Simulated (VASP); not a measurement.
Here is a VASP 6.6.1 calculation.

POSCAR

```
PbF2
1.0
    0.0185615625      2.9698500000      2.9698500000
    2.9884115625      0.0000000000      2.9884115625
    2.9698500000      2.9698500000      0.0185615625
Pb F
1 2
Direct
    0.0000000000      0.0000000000      0.0000000000
    0.2500000000      0.2500000000      0.2500000000
    0.7500000000      0.7500000000      0.7500000000
```

INCAR.step1

```
ALGO = Normal
EDIFF = 1E-4
ENCUT = 520
GGA = PE
ISMEAR = 0
LASPH = True
LCHARG = False
LREAL = False
LWAVE = True
NBANDS = 21
NELM = 100
PREC = Accurate
SIGMA = 0.05
```

Contents of INCAR.step2:

```
ALGO = Normal
EDIFF = 1E-6
ENCUT = 520
ISIF = 2
ISMEAR = 0
ISTART = 1
LASPH = True
LCHARG = False
LMIXTAU = True
LREAL = False
LWAVE = False
METAGGA = R2SCAN
NBANDS = 21
NELM = 100
PREC = Accurate
SIGMA = 0.05
```

Contents of KPOINTS:

```
k-points
0
Gamma
  8 8 8
```

Potentials or basis: VASP PAW PBE potentials, release 64 (Pb_d, F).

Command:

```bash
$ cat potpaw_PBE.64/Pb_d/POTCAR potpaw_PBE.64/F/POTCAR > POTCAR
$ cp INCAR.step1 INCAR
$ mpirun -np 1 vasp_std > vasp.out
$ cp INCAR.step2 INCAR
$ mpirun -np 1 vasp_std > vasp.out
```

Question: Predict the band gap on the k mesh.

Answer: 4.93 eV, indirect (least direct gap 5.08 eV).

Question: What does it give for the pressure?

Answer: -0.8 GPa.

Forces in eV/Å, atoms in the order of the input:
```
Pb   0.000  0.000  0.000
F    0.000 -0.033  0.000
F    0.000  0.033  0.000
```

Caveat: the cell differs from its parent crystal (strain +0.0125 x Voigt [0, 0, 0, 0, 1, 0]); the PAW data sets were made with another functional, which shifts forces and pressure a little; spin-orbit coupling is left out, which moves the levels of the heavy elements. A k mesh can miss the band edges.
